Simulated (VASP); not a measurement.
# Al13B3N16 (P1) in VASP: a series of runs, part 2 of 2

VASP 6.6.1. Earlier steps stand in the parts before.

## (3) Single point, PBEsol

This run uses another cell than the first one, of 9.51 Å³/atom.

INCAR reads:

```
SYSTEM = Al13B3N16
ALGO = Normal
EDIFF = 1E-6
ENCUT = 520
GGA = PS
ISIF = 2
ISMEAR = -1
LASPH = .True.
LCHARG = .False.
LREAL = Auto
LWAVE = .False.
NBANDS = 246
NELM = 80
PREC = Accurate
SIGMA = 0.05
```

KPOINTS reads:

```
Automatic mesh
0
Gamma
  1 1 1
  0.5 0.5 0.5
```

POSCAR reads:

```
Al13B3N16
1.0
    8.9935571759      0.0000000000      0.0000000000
    0.0000000000     10.4738541307      0.0000000000
    0.0000000000      0.0000000000      9.6886780687
Al B N
39 9 48
Direct
    0.1697790000      0.0872490000      0.2478970000
    0.0060970000      0.3358710000      0.7486410000
    0.3335320000      0.3270060000      0.2426080000
    0.3332250000      0.3316110000      0.7547170000
    0.1643050000      0.5803800000      0.2535370000
    0.9969630000      0.8299040000      0.2500980000
    0.0053500000      0.8326910000      0.7512630000
    0.8262320000      0.0925200000      0.2561350000
    0.8326220000      0.0865100000      0.7406170000
    0.6640090000      0.3291320000      0.2473420000
    0.6597040000      0.3273790000      0.7479620000
    0.4989070000      0.5815260000      0.2496190000
    0.4926420000      0.5794990000      0.7482020000
    0.3331670000      0.8346700000      0.2549820000
    0.3319570000      0.8375900000      0.7433360000
    0.8371450000      0.5782620000      0.7471600000
    0.6696200000      0.8339360000      0.2486080000
    0.6628460000      0.8363800000      0.7519540000
    0.0043630000      0.1703340000      0.4976460000
    0.0014490000      0.1713370000      0.9982550000
    0.3406680000      0.1636030000      0.5026490000
    0.3427070000      0.1665230000      0.9919980000
    0.1715690000      0.4232430000      0.4987490000
    0.1687900000      0.4197350000      0.9977910000
    0.0049360000      0.6651350000      0.4990850000
    0.0000040000      0.6627240000      0.9984260000
    0.6577850000      0.1684330000      0.9969100000
    0.4969450000      0.4143960000      0.4988040000
    0.3348180000      0.6618230000      0.9926360000
    0.1679660000      0.9163550000      0.5060070000
    0.1696780000      0.9187170000      0.9936560000
    0.8314860000      0.4092740000      0.4859650000
    0.8314560000      0.4172800000      0.0093480000
    0.6619410000      0.6654000000      0.4944260000
    0.6679520000      0.6574970000      0.0046620000
    0.5012930000      0.9213160000      0.4972150000
    0.4993440000      0.9222880000      0.0000210000
    0.8291070000      0.9220930000      0.5015900000
    0.8324830000      0.9203900000      0.9993150000
    0.1729640000      0.0835460000      0.7529650000
    0.0022730000      0.3400020000      0.2539970000
    0.5050170000      0.0853840000      0.2528330000
    0.4949220000      0.0799620000      0.7460050000
    0.1675360000      0.5840920000      0.7457310000
    0.8382150000      0.5791630000      0.2566330000
    0.6561990000      0.1648450000      0.4973640000
    0.5003450000      0.4168470000      0.0023080000
    0.3279140000      0.6640560000      0.5051610000
    0.9974800000      0.1900050000      0.1970460000
    0.0265480000      0.1632780000      0.6935130000
    0.3552520000      0.1541130000      0.1899860000
    0.3320450000      0.1522980000      0.7009900000
    0.1499450000      0.4087460000      0.1945470000
    0.1697270000      0.4355540000      0.6946720000
    0.9823400000      0.6548190000      0.1974420000
    0.0196190000      0.6581020000      0.6937580000
    0.6453190000      0.1576200000      0.1902570000
    0.6412210000      0.1573200000      0.6730320000
    0.4993140000      0.4173360000      0.1720040000
    0.4968340000      0.4144180000      0.6873550000
    0.3307800000      0.6678950000      0.1844520000
    0.3153240000      0.6622210000      0.6789430000
    0.1642450000      0.9183190000      0.1878160000
    0.1661670000      0.9382450000      0.6997690000
    0.8481100000      0.4224190000      0.2068440000
    0.8322340000      0.4092360000      0.6813840000
    0.6866520000      0.6544270000      0.2008400000
    0.6650040000      0.6668490000      0.6889440000
    0.5000490000      0.9349870000      0.1984520000
    0.4987460000      0.9361400000      0.6915150000
    0.8358290000      0.9249820000      0.1925560000
    0.8348030000      0.9156230000      0.6931770000
    0.1711140000      0.0803590000      0.4376540000
    0.1695660000      0.0870400000      0.9226930000
    0.0069080000      0.3362190000      0.4205150000
    0.9990040000      0.3365840000      0.9385040000
    0.5158380000      0.0902800000      0.4244450000
    0.5031370000      0.0819860000      0.9107510000
    0.3320510000      0.3294500000      0.4367500000
    0.3523340000      0.3420790000      0.9505600000
    0.1870210000      0.5940330000      0.4441300000
    0.1681520000      0.5837010000      0.9160440000
    0.9980000000      0.8348700000      0.4437920000
    0.9997130000      0.8318380000      0.9433270000
    0.8135940000      0.0973490000      0.4530880000
    0.8305960000      0.0892840000      0.9359730000
    0.6605160000      0.3130250000      0.4423570000
    0.6488530000      0.3418010000      0.9484660000
    0.4788830000      0.5886820000      0.4460760000
    0.5008040000      0.5625110000      0.9455210000
    0.3338610000      0.8149050000      0.4529830000
    0.3378480000      0.8301760000      0.9362720000
    0.8335170000      0.5801060000      0.4231600000
    0.8341180000      0.5790110000      0.9372960000
    0.6663420000      0.8331370000      0.4400100000
    0.6640630000      0.8281560000      0.9467990000
```

Potentials or basis: VASP PAW PBE potentials, release 64 (Al, B, N).

On the command line:

```console
> cat potpaw_PBE.64/Al/POTCAR potpaw_PBE.64/B/POTCAR potpaw_PBE.64/N/POTCAR > POTCAR
> mpirun -np 1 vasp_std > vasp.out
```

OUTCAR:

```text
SYSTEM = Al13B3N16
   EDIFF = 1E-6
   ENCUT = 520
   GGA = PS
   ISIF = 2
   ISMEAR = -1
   LASPH = .True.
   LREAL = Auto
   NELM = 80
   PREC = Accurate

 ion  position               nearest neighbor table
   1  0.170  0.087  0.248-  73 1.84  63 1.86  51 1.89  49 1.95   3 2.91  19 2.97  20 2.99  21 3.02
                            14 3.03  31 3.03  22 3.04  30 3.08   8 3.09   6 3.11
   2  0.006  0.336  0.749-  76 1.84  66 1.86  54 1.88  50 1.89   4 2.94  24 2.96  16 2.96  20 2.97
                            23 2.99  19 2.99   9 3.04  32 3.09  33 3.09  11 3.12
   3  0.334  0.327  0.243-  79 1.88  51 1.89  59 1.89  53 1.92   1 2.91  22 2.95  24 2.96  10 2.97
                            28 3.03  21 3.05  23 3.05  12 3.05   5 3.06
[... 690 lines left out ...]
  external PRESSURE =       0.4816246 kB  Pullay stress =       0.0000000 kB

 VOLUME and BASIS-vectors are now :
 -----------------------------------------------------------------------------
  energy-cutoff  :      520.00
  volume of cell :      912.65
      direct lattice vectors                 reciprocal lattice vectors
     8.993557176  0.000000000  0.000000000     0.111190709  0.000000000  0.000000000
     0.000000000 10.473854131  0.000000000     0.000000000  0.095475838  0.000000000
     0.000000000  0.000000000  9.688678069     0.000000000  0.000000000  0.103213255

 POSITION                                       TOTAL-FORCE (eV/Angst)
 -----------------------------------------------------------------------------------
      1.52692      0.91383      2.40179        -0.006846      0.002502     -0.008557
      0.05483      3.51786      7.25334        -0.000649     -0.002374     -0.003010
      2.99964      3.42501      2.35055        -0.000949      0.000863     -0.000899
      2.99688      3.47325      7.31221        -0.004133     -0.005733     -0.008272
      1.47769      6.07882      2.45644         0.002864     -0.002657     -0.006100
      8.96624      8.69229      2.42312         0.000891     -0.003246      0.000385
[... 88 lines left out ...]
      5.99278      8.72616      4.26312        -0.000386     -0.001958     -0.001239
      5.97229      8.67399      9.17323         0.000525     -0.005785      0.000990
 -----------------------------------------------------------------------------------
    total drift:                               -0.009460     -0.015242      0.025005

  FREE ENERGIE OF THE ION-ELECTRON SYSTEM (eV)
  ---------------------------------------------------
  free  energy   TOTEN  =      -763.5009198996 eV

  energy  without entropy=     -763.5009198996  energy(sigma->0) =     -763.50091990
```

OSZICAR:

```text
N       E                     dE             d eps       ncg     rms          rms(c)
DAV:   1     0.166583273960E+04    0.16658E+04   -0.18471E+05   492   0.144E+03
DAV:   2    -0.677170950919E+03   -0.23430E+04   -0.22498E+04   602   0.291E+02
DAV:   3    -0.853702523013E+03   -0.17653E+03   -0.17502E+03   584   0.842E+01
DAV:   4    -0.856930234491E+03   -0.32277E+01   -0.32117E+01   576   0.120E+01
DAV:   5    -0.857006259761E+03   -0.76025E-01   -0.75908E-01   568   0.173E+00    0.548E+01
DAV:   6    -0.765225443674E+03    0.91781E+02   -0.37144E+02   560   0.330E+01    0.210E+01
DAV:   7    -0.764414131623E+03    0.81131E+00   -0.14872E+01   576   0.751E+00    0.138E+01
DAV:   8    -0.763587486801E+03    0.82664E+00   -0.14417E+00   568   0.300E+00    0.344E+00
DAV:   9    -0.763497921448E+03    0.89565E-01   -0.28474E-01   584   0.138E+00    0.105E+00
DAV:  10    -0.763500106007E+03   -0.21846E-02   -0.14352E-01   568   0.813E-01    0.704E-01
DAV:  11    -0.763500170055E+03   -0.64049E-04   -0.20900E-02   584   0.384E-01    0.381E-01
DAV:  12    -0.763501007947E+03   -0.83789E-03   -0.38452E-03   568   0.165E-01    0.655E-02
DAV:  13    -0.763500931435E+03    0.76511E-04   -0.37888E-04   568   0.545E-02    0.534E-02
DAV:  14    -0.763500921747E+03    0.96883E-05   -0.16283E-04   568   0.258E-02    0.214E-02
DAV:  15    -0.763500920394E+03    0.13527E-05   -0.52421E-05   560   0.150E-02    0.123E-02
DAV:  16    -0.763500919957E+03    0.43701E-06   -0.22893E-05   560   0.964E-03    0.606E-03
DAV:  17    -0.763500919900E+03    0.57600E-07   -0.16435E-06   296   0.312E-03
   1 F= -.76350092E+03 E0= -.76350092E+03  d E =-.243638E-10
```

stdout:

```text
POSCAR found type information on POSCAR AlB N
 POSCAR found :  3 types and      96 ions
 scaLAPACK will be used
 -----------------------------------------------------------------------------
|                                                                             |
|                                                                             |
|     You enforced a specific xc type in the INCAR file but a different       |
|     I HOPE YOU KNOW WHAT YOU ARE DOING!                                     |
|                                                                             |
 -----------------------------------------------------------------------------

 LDA part: xc-table for (Slater+PW92), standard interpolation
 POSCAR, INCAR and KPOINTS ok, starting setup
 FFT: planning ... GRIDC
 FFT: planning ... GRID_SOFT
 FFT: planning ... GRID
 WAVECAR not read
 entering main loop
```

Run time: 4.9 min. Hardware: 1 thread of Intel Xeon 6975P-C (Granite Rapids), shared host; peak memory 0.85 GiB.

Results:

- Free energy: -763.5009 eV
- Pressure: 0.0 GPa
- Largest force: 0.023 eV/Å
- Band gap on the k mesh: 5.16 eV

Forces in eV/Å, atoms in the order of the input:
```
Al  -0.007  0.003 -0.009
Al  -0.001 -0.002 -0.003
Al  -0.001  0.001 -0.001
Al  -0.004 -0.006 -0.008
Al   0.003 -0.003 -0.006
Al   0.001 -0.003  0.000
Al  -0.001 -0.003 -0.004
Al   0.002 -0.004 -0.004
Al  -0.001  0.010 -0.005
Al   0.002  0.001 -0.003
Al   0.009 -0.005  0.005
Al  -0.002 -0.001  0.002
Al   0.001  0.006  0.005
Al   0.004  0.002 -0.004
Al   0.001 -0.005 -0.001
Al  -0.001 -0.001  0.000
Al  -0.003 -0.001 -0.003
Al  -0.004  0.001 -0.001
Al  -0.001 -0.003  0.003
Al   0.003 -0.009  0.005
Al  -0.001 -0.006  0.002
Al  -0.003 -0.005  0.003
Al  -0.002  0.002  0.001
Al   0.000  0.002  0.004
Al  -0.004  0.001 -0.002
Al   0.004  0.001  0.003
Al   0.003  0.000  0.012
Al   0.006 -0.001 -0.001
Al   0.000  0.005  0.000
Al  -0.001 -0.003 -0.001
Al  -0.002  0.003  0.000
Al   0.001 -0.004  0.007
Al   0.004 -0.007  0.002
Al   0.005 -0.003  0.004
Al  -0.007  0.008 -0.008
Al  -0.006  0.005  0.002
Al  -0.005  0.008  0.006
Al   0.005  0.007  0.001
Al  -0.001  0.004  0.001
B   -0.001  0.004 -0.003
B   -0.007 -0.004 -0.006
B   -0.007 -0.002  0.008
B    0.002  0.008 -0.007
B    0.007  0.002  0.001
B   -0.003 -0.002 -0.010
B    0.001 -0.004  0.013
B    0.001  0.001  0.000
B    0.011  0.006  0.006
N    0.003 -0.016 -0.003
N   -0.014  0.009 -0.003
N   -0.014  0.007 -0.015
N   -0.001  0.012 -0.004
N    0.018  0.008 -0.008
N    0.000 -0.019 -0.007
N    0.016  0.009 -0.008
N   -0.017  0.008 -0.004
N    0.014  0.012 -0.009
N    0.007  0.000  0.007
N    0.002 -0.001  0.013
N   -0.001  0.000 -0.003
N   -0.001 -0.003  0.001
N    0.010  0.007  0.010
N   -0.001 -0.002 -0.002
N   -0.001 -0.017 -0.009
N   -0.011 -0.011 -0.004
N    0.000 -0.003 -0.004
N   -0.013  0.007 -0.002
N   -0.001 -0.003  0.000
N   -0.003 -0.013 -0.008
N    0.001 -0.021 -0.008
N    0.000  0.002 -0.003
N    0.001 -0.006 -0.002
N    0.001  0.002  0.005
N   -0.001  0.003  0.020
N    0.002  0.004  0.017
N   -0.003  0.008  0.002
N   -0.011 -0.005  0.008
N    0.001  0.001  0.017
N   -0.002 -0.001 -0.005
N   -0.015 -0.005 -0.001
N   -0.017 -0.009 -0.005
N    0.000  0.002  0.015
N    0.000 -0.002 -0.003
N    0.001  0.000  0.003
N    0.019 -0.001 -0.003
N    0.001  0.002  0.003
N    0.003  0.022 -0.006
N    0.017 -0.004 -0.006
N    0.014 -0.007 -0.008
N   -0.001  0.017 -0.005
N    0.002  0.011 -0.005
N   -0.001 -0.002  0.000
N   -0.001  0.002  0.022
N    0.000  0.000  0.000
N    0.000 -0.002 -0.001
N    0.001 -0.006  0.001
```

Levels at points of the mesh, in eV from the valence-band top:
| k point | band 189 | band 190 | band 191 | band 192 | band 193 | band 194 | band 195 | band 196 |
| --- | --- | --- | --- | --- | --- | --- | --- | --- |
| (0.50, 0.50, 0.50) | -0.11 | -0.10 | -0.06 | 0.00 | 5.16 | 5.22 | 5.33 | 5.37 |

Caveat: the k points lie up to 0.70 Å⁻¹ apart; the PAW data sets were made with another functional, which shifts forces and pressure a little; a shifted mesh leaves out Γ, where band edges can lie. A k mesh can miss the band edges.
